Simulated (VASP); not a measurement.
# MgO (Fm-3m) in VASP: a series of runs, part 2 of 2

VASP 6.6.1.

## 3. Relaxation of cell and atoms, r2SCAN+rVV10, target pressure 4.3 GPa, at which the enthalpy is minimised

This run uses another cell than the first one, of 9.37 Å³/atom.

Input file POSCAR:

```
MgO
1.0
    0.0000000000      2.1085000000      2.1085000000
    2.1085000000      0.0000000000      2.1085000000
    2.1085000000      2.1085000000      0.0000000000
Mg O
1 1
Direct
    0.0000000000      0.0000000000      0.0000000000
    0.5000000000      0.5000000000      0.5000000000
```

Input file INCAR.step1:

```
ALGO = Normal
EDIFF = 1E-5
EDIFFG = -0.005
ENCUT = 660
GGA = PE
GGA_COMPAT = F
IBRION = 2
ISIF = 3
ISMEAR = 0
LASPH = T
LCHARG = F
LREAL = F
LWAVE = T
NELM = 120
NELMIN = 4
NSW = 100
PREC = Accurate
SIGMA = 0.02
```

Input file INCAR.step2:

```
ALGO = Normal
BPARAM = 11.95
CPARAM = 0.0093
EDIFF = 1E-7
EDIFFG = -0.002
ENCUT = 660
GGA_COMPAT = F
IBRION = 2
ISIF = 3
ISMEAR = 0
ISTART = 1
IVDW_NL = 2
LASPH = T
LCHARG = F
LMIXTAU = T
LREAL = F
LUSE_VDW = T
LWAVE = F
METAGGA = R2SCAN
NELM = 120
NELMIN = 4
NSW = 100
PREC = Accurate
PSTRESS = 43.0
SIGMA = 0.02
```

Input file KPOINTS:

```
k-points
0
Gamma
  10 10 10
```

Potentials or basis: VASP PAW PBE potentials, release 64 (Mg, O).

Command:

```sh
$ cat potpaw_PBE.64/Mg/POTCAR potpaw_PBE.64/O/POTCAR > POTCAR
$ cp INCAR.step1 INCAR
$ mpirun -np 1 vasp_std > vasp.out
$ cp INCAR.step2 INCAR
$ mpirun -np 1 vasp_std > vasp.out
```

OUTCAR:

```text
BPARAM = 11.95
   EDIFF = 1E-7
   EDIFFG = -0.002
   ENCUT = 660
   IBRION = 2
   ISIF = 3
   ISMEAR = 0
   ISTART = 1
   IVDW_NL = 2
   LASPH = T
   LREAL = F
   METAGGA = R2SCAN
   NELM = 120
   NELMIN = 4
   NSW = 100
   PREC = Accurate
   PSTRESS = 43.0

 ion  position               nearest neighbor table
   1  0.000  0.000  0.000-   2 2.11   2 2.11   2 2.11   2 2.11   2 2.11   2 2.11
   2  0.500  0.500  0.500-   1 2.11   1 2.11   1 2.11   1 2.11   1 2.11   1 2.11

  LATTYP: Found a face centered cubic cell.
 ALAT       =     4.2170000000

  Lattice vectors:

 A1 = (   0.0000000000,   2.1085000000,   2.1085000000)
 A2 = (   2.1085000000,   0.0000000000,   2.1085000000)
 A3 = (   2.1085000000,   2.1085000000,   0.0000000000)

Analysis of symmetry for initial positions (statically):
=====================================================================
 Subroutine PRICEL returns:
 Original cell was already a primitive cell.

 Routine SETGRP: Setting up the symmetry group for a
 face centered cubic supercell.

 Subroutine GETGRP returns: Found 48 space group operations
 (whereof 48 operations were pure point group operations)
 out of a pool of 48 trial point group operations.

The static configuration has the point symmetry O_h .

Analysis of symmetry for dynamics (positions and initial velocities):
=====================================================================
 Subroutine PRICEL returns:
 Original cell was already a primitive cell.

 Routine SETGRP: Setting up the symmetry group for a
 face centered cubic supercell.

 Subroutine GETGRP returns: Found 48 space group operations
 (whereof 48 operations were pure point group operations)
 out of a pool of 48 trial point group operations.

The dynamic configuration has the point symmetry O_h .

 Subroutine INISYM returns: Found 48 space group operations
 (whereof 48 operations are pure point group operations),
 and found     1 'primitive' translations

----------------------------------------------------------------------------------------

                                     Primitive cell

  volume of cell :      18.7478

  direct lattice vectors                    reciprocal lattice vectors
     0.000000000  2.108500000  2.108500000    -0.237135404  0.237135404  0.237135404
     2.108500000  0.000000000  2.108500000     0.237135404 -0.237135404  0.237135404
     2.108500000  2.108500000  0.000000000     0.237135404  0.237135404 -0.237135404

  length of vectors
     2.981869296  2.981869296  2.981869296     0.410730569  0.410730569  0.410730569

  position of ions in fractional coordinates (direct lattice)
     0.000000000  0.000000000  0.000000000
     0.500000000  0.500000000  0.500000000

  ion indices of the primitive-cell ions
   primitive index   ion index
                 1           1
                 2           2

----------------------------------------------------------------------------------------

 KPOINTS: k-points

Automatic generation of k-mesh.
 Grid dimensions read from file:
 generate k-points for:   10   10   10

 Generating k-lattice:

  Cartesian coordinates                     Fractional coordinates (reciprocal lattice)
[... 46 lines left out ...]
   dimension x,y,z NGXF=    56 NGYF=   56 NGZF=   56
   ions per type =               1   1
   NGX,Y,Z   is equivalent  to a cutoff of  15.61, 15.61, 15.61 a.u.
   NGXF,Y,Z  is equivalent  to a cutoff of  31.22, 31.22, 31.22 a.u.
 SYSTEM =  unknown system
   PREC   = accura    normal or accurate (medium, high low for compatibility)
   ISTART =      1    job   : 0-new  1-cont  2-samecut
   ICHARG =      0    charge: 1-file 2-atom 10-const
   ISPIN  =      1    spin polarized calculation?
   LNONCOLLINEAR =      F non collinear calculations
   LSORBIT =      F    spin-orbit coupling
   LASPH  =      T    aspherical Exc in radial PAW
   ENCUT  =  660.0 eV  48.51 Ry    6.96 a.u.   6.25  6.25  6.25*2*pi/ulx,y,z
   NELM   =    120;   NELMIN=  4; NELMDL=  0     # of ELM steps
   EDIFF  = 0.1E-06   stopping-criterion for ELM
   LREAL  =      F    real-space projection
   EDIFFG = -.2E-02   stopping-criterion for IOM
   NSW    =    100    number of steps for IOM
   IBRION =      2    ionic relax: 0-MD 1-quasi-New 2-CG
   NFREE  =      1    steps in history (QN), initial steepest desc. (CG)
   ISIF   =      3    stress and relaxation
   ISYM   =      2    0-nonsym 1-usesym 2-fastsym
   POTIM  = 0.5000    time-step for ionic-motion
   TEBEG  =    0.0;   TEEND  =   0.0 temperature during run
   PSTRESS=   43.0 pullay stress
   NELECT =       8.0000    total number of electrons
   NUPDOWN=      -1.0000    fix difference up-down
   EMIN   =  10.00;   EMAX   =-10.00  energy-range for DOS
   EFERMI =   0.00;   METHOD = LEGACY
   ISMEAR =     0;   SIGMA  =   0.02  broadening in eV -4-tet -1-fermi 0-gaus
   EFERMI_NEDOS =   21; number of points for ismear=-14 and -15
   IALGO  =     38    algorithm
   IMIX   =      4    mixing-type and parameters
     AMIX     =   0.40;   BMIX     =  1.00
     AMIX_MAG =   1.60;   BMIX_MAG =  1.00
  volume/ion in A,a.u.               =       9.37        63.26
  Fermi-wavevector in a.u.,A,eV,Ry     =   1.232503  2.329092 20.668107  1.519063
  Thomas-Fermi vector in A             =   2.367270
   LORBIT       =      0    0 simple, 1 ext, 2 COOP (PROOUT), +10 PAW based schemes
   METAGGA = R2SCAN    functional components
   LHFCALC =     F    Hartree Fock is set to
   AEXX    =    0.0000 exact exchange contribution
   IVDW_NL    =     2    kernel type
   BPARAM     =11.9500
   IVDW    =     0    specifies the selected vdW correction
   LEPSILON=     F    determine dielectric tensor
   LRPA    =     F    only Hartree local field effects (RPA)
 conjugate gradient relaxation of ions
 non-spin polarized calculation
 Gauss-broadening in eV      SIGMA  =   0.02
  energy-cutoff  :      660.00
  volume of cell :       18.75
 maximum number of plane-waves:       740
 NGX is ok and might be reduce to    28
   NGX = 13   NGY = 13   NGZ = 13

--------------------------------------- Ionic step        1  -------------------------------------------

 number of electron       7.9999999 magnetization

 Free energy of the ion-electron system (eV)
  ---------------------------------------------------
  ext. energy  EPLUGINS =         0.00000000
  ---------------------------------------------------
  free energy    TOTEN  =       -15.89213775 eV

  energy without entropy =      -15.89213775  energy(sigma->0) =      -15.89213775

------------------------ aborting loop because EDIFF is reached ----------------------------------------

  FORCE on cell =-STRESS in cart. coord.  units (eV):
  Direction    XX          YY          ZZ          XY          YZ          ZX
  --------------------------------------------------------------------------------------
  -------------------------------------------------------------------------------------
  Total       -0.4553407     -0.4553407     -0.4553407     -0.0000000      0.0000000     -0.0000000
  in kB      -38.9131384    -38.9131384    -38.9131384     -0.0000000      0.0000000     -0.0000000
  external PRESSURE =     -81.9131384 kB  Pullay stress =      43.0000000 kB
[... 63 lines left out ...]
--------------------------------------- Ionic step        3  -------------------------------------------

 number of electron       7.9999999 magnetization

 Free energy of the ion-electron system (eV)
  ---------------------------------------------------
  ext. energy  EPLUGINS =         0.00000000
  ---------------------------------------------------
  free energy    TOTEN  =       -15.89195252 eV

  energy without entropy =      -15.89195252  energy(sigma->0) =      -15.89195252

 E-fermi :   3.2499     XC(G=0): -11.8577

 val. band max:        3.0866817558   @ k =   0.0000   0.0000   0.0000
 cond. band min:       9.1015094636   @ k =   0.0000   0.0000   0.0000
 fundamental gap:      6.0148277078
 Fermi energy:         3.2498823819

 k-point     1 :       0.0000    0.0000    0.0000
  band No.  band energies     occupation
      1     -15.3422      2.00000
      2       3.0867      2.00000
      3       3.0867      2.00000
      4       3.0867      2.00000
      5       9.1015      0.00000
      6      20.1395      0.00000
      7      20.1395      0.00000
      8      20.1395      0.00000
[... 243 lines left out ...]
 k-point    24 :       0.4000    0.3000    0.0000
  band No.  band energies     occupation
      1     -14.0339      2.00000
      2      -0.6507      2.00000
      3       1.6995      2.00000
      4       1.9252      2.00000
      5      13.9845      0.00000
      6      14.4364      0.00000
      7      18.3138      0.00000
      8      23.1203      0.00000

 [... further k-points ...]

------------------------ aborting loop because EDIFF is reached ----------------------------------------

  FORCE on cell =-STRESS in cart. coord.  units (eV):
  Direction    XX          YY          ZZ          XY          YZ          ZX
  --------------------------------------------------------------------------------------
  -------------------------------------------------------------------------------------
  Total        0.4798490      0.4798490      0.4798490      0.0000000     -0.0000000      0.0000000
  in kB       42.9705368     42.9705368     42.9705368      0.0000000     -0.0000000      0.0000000
  external PRESSURE =      -0.0294632 kB  Pullay stress =      43.0000000 kB
[... 21 lines left out ...]
  energy  without entropy=      -15.8919525202  energy(sigma->0) =      -15.89195252

  enthalpy is  TOTEN    =       -15.4117744637 eV   P V=        0.4801780565

 reached required accuracy - stopping structural energy minimisation
```

It took 8.1 min on 1 thread of Intel Xeon 8259CL, shared host; peak memory 0.28 GiB.

Results:

```
Free energy                                                : -15.8920 eV
Relaxed volume                                             : 8.95 Å³/atom
Relaxed cell                                               : a = 2.936 Å, b = 2.936 Å, c = 2.936 Å, α = 60.00°, β = 60.00°, γ = 60.00°
Space group after relaxing (to 0.1 Å)                      : Fm-3m (No. 225)
Energy change on relaxing (the run minimises the enthalpy) : +0.1 meV/atom
Ionic steps                                                : 3
Pressure after relaxing                                    : 4.3 GPa
Band gap on the k mesh                                     : 6.01 eV
```

The path:
```csv
step,energy change (eV),largest force (eV/Å),pressure (GPa),volume (Å³)
1,0.0000,0.0000,-3.89,18.75
2,0.0173,0.0000,9.03,17.48
3,0.0002,0.0000,4.30,17.89
```

Final structure:
```
CELL_PARAMETERS angstrom
0.00000 2.07589 2.07589
2.07589 0.00000 2.07589
2.07589 2.07589 0.00000
ATOMIC_POSITIONS crystal
Mg 0.00000 0.00000 0.00000
O 0.50000 0.50000 0.50000
```

Levels at points of the mesh, in eV from the valence-band top:
| k point | band 2 | band 3 | band 4 | band 5 | band 6 | band 7 |
| --- | --- | --- | --- | --- | --- | --- |
| (0.00, 0.00, 0.00) | 0.00 | 0.00 | 0.00 | 6.01 | 17.05 | 17.05 |
| (0.50, 0.00, 0.00) | -4.82 | -0.72 | -0.72 | 9.05 | 14.29 | 17.86 |
| (0.50, 0.50, 0.00) | -4.30 | -1.44 | -1.44 | 10.04 | 11.53 | 14.75 |

Caveat: the cell is relaxed towards a set pressure, so the run minimises the enthalpy, not the energy; the PAW data sets were made with another functional, which shifts forces and pressure a little. r2SCAN opens gaps a little over a GGA but as a rule still falls short of measured ones.
